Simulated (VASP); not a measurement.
Input of a VASP 6.6.1 run:

INCAR

```
SYSTEM = Hg3Pt
ALGO     = Normal         ! electronic algorithm
EDIFF    = 1E-6           ! SCF threshold, eV
ENCUT    = 570            ! plane-wave cutoff, eV
GGA      = CA             ! functional
GGA_COMPAT= .False.      
ISIF     = 2              ! what is computed and relaxed
ISMEAR   = 1              ! smearing method
LASPH    = .True.         ! aspherical terms in the spheres
LCHARG   = .True.         ! write CHGCAR
LELF     = .True.         ! ELF
LREAL    = .False.        ! projectors in reciprocal space
LVHAR    = .True.       
LWAVE    = .False.        ! write WAVECAR
NBANDS   = 47             ! bands
NELM     = 120            ! most SCF steps
PREC     = Accurate       ! precision mode
SIGMA    = 0.15           ! smearing width, eV
```

File KPOINTS:

```
k-points
0
Gamma
  5 5 5
  0 0 0
```

File POSCAR:

```
Hg3Pt
1.0
    4.1653418476      0.0000000000      0.0000000000
    0.0000000000      4.1653418476      0.0000000000
    0.0000000000      0.0000000000      4.1653418476
Hg Pt
3 1
Direct
    0.0000000000      0.5000000000      0.5000000000
    0.5000000000      0.0000000000      0.5000000000
    0.5000000000      0.5000000000      0.0000000000
    0.0000000000      0.0000000000      0.0000000000
```

Potentials or basis: VASP PAW LDA potentials, release 64 (Hg_sv_GW, Pt_sv_GW).

Launch:

```bash
$ cat potpaw_LDA.64/Hg_sv_GW/POTCAR potpaw_LDA.64/Pt_sv_GW/POTCAR > POTCAR
$ mpirun -np 1 vasp_std > vasp.out
```

(1) Estimate the band gap on the k mesh.

(2) What does it give for the pressure?

## Answers

(1) zero (bands 39 and 40 overlap by 2.66 eV).

(2) 2.3 GPa.

Caveat: spin-orbit coupling is left out, which moves the levels of the heavy elements.
